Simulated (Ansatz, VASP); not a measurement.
## Two plane-wave programs on As

```xyz
2
Lattice="1.8914 1.0920 3.3714 -1.8914 1.0920 3.3714 0.0000 -2.1841 3.3714" Properties=species:S:1:pos:R:3 pbc="T T T"
As    0.0000    0.0000    2.3293
As    0.0000    0.0000    7.7851
```

Alike in both runs: functional PBE; dispersion D3(BJ); k mesh 15 × 15 × 15; occupations gaussian, width 0.1 eV; no spin polarisation.

Ansatz relaxed the structure, and its values are those at the end. VASP's run is a single point on that final structure, the one shown.

```csv
,VASP,Ansatz
version,VASP 6.6.1,Ansatz 0.2.0
potentials or method,"VASP PAW PBE potentials, release 64 (As), cutoff 520 eV","scalar-relativistic, plane waves, PAW"
valence electrons in the cell,10,30
```

VASP gave:

- gap on the k mesh at the Fermi level (eV): none
- pressure (GPa): 0.3
- rms of the force components (eV/Å): 0.029

Q: What did Ansatz give for the same quantities?

A: gap on the k mesh at the Fermi level (eV): none; pressure (GPa): 0.0; rms of the force components (eV/Å): 0.001.

A gap of «none» marks a metal or a gap that the smearing closes. VASP's potentials hold 10 valence electrons a cell and Ansatz's 30, so a difference there can come from the potentials and not from the codes.
